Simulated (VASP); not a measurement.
Runs of VASP 6.6.1 on BaS. The structure is that of space group Fm-3m (No. 225), or close to it. The cells are those of the table. 

```csv
task,level,spin,cell,k mesh,cutoff (eV),smearing,grid for exact exchange (PRECFOCK),share of exact exchange,screening parameter,gap on the mesh (eV),pressure (GPa)
single point,PBE,off,"a = 4.517 Å, angles 60.0°, 2 atoms",7 × 7 × 7,500,gaussian 0.018 eV,-,-,-,2.17,1.4
relaxation of cell and atoms,HSE06,off,"relaxed from a = 4.517 Å, angles 60.0°, 2 atoms",4 × 4 × 4,600,fermi-dirac 0.05 eV,Normal,0.25,0.2079 1/Å,3.05,0.0
single point,PBE0,off,"a = 4.456 Å, angles 60.0°, 2 atoms",4 × 4 × 4,520,fermi-dirac 0.05 eV,Normal,0.25,-,3.66,(c)
single point,PBE0,off,"a = 4.547 Å, angles 60.0°, 2 atoms",4 × 4 × 4,520,fermi-dirac 0.05 eV,Normal,0.25,-,3.77,0.0
single point,HSE06,off,"a = 4.532 Å, angles 60.0°, 2 atoms",4 × 4 × 4,520,fermi-dirac 0.05 eV,Normal,0.25,0.2079 1/Å,3.04,0.5
single point,PBE0,off,"a = 4.424 Å, angles 60.0°, 2 atoms",4 × 4 × 4,520,fermi-dirac 0.05 eV,Normal,0.25,-,3.62,(a)
single point,PBE0,off,"a = 4.486 Å, angles 60.0°, 2 atoms",4 × 4 × 4,520,fermi-dirac 0.05 eV,Normal,0.25,-,(b),1.9
single point,PBE,"non-collinear, zero start, SOC","a = 4.517 Å, angles 60.0°, 2 atoms",12 × 12 × 12,520,methfessel-paxton 0.1 eV,-,-,-,-,1.4
single point,PBE0,off,"a = 4.576 Å, angles 60.0°, 2 atoms",4 × 4 × 4,520,fermi-dirac 0.05 eV,Normal,0.25,-,3.80,-0.8
```

Alike in all rows: potentials or basis VASP PAW PBE potentials, release 64 (Ba_sv, S).

Problem. Estimate the missing entries.

Solution. (a) 4.3; (b) 3.70; (c) 3.1.

Caveats: some runs use coarse meshes; spin-orbit coupling is left out, which moves the levels of the heavy elements (at least some runs); the PAW data sets were made with another functional, which shifts forces and pressure a little (at least some runs); an odd mesh through Γ misses points on the zone boundary, where band edges can lie (at least some runs).

A k mesh can miss the band edges, and rows without SOC leave out spin-orbit coupling on Ba.
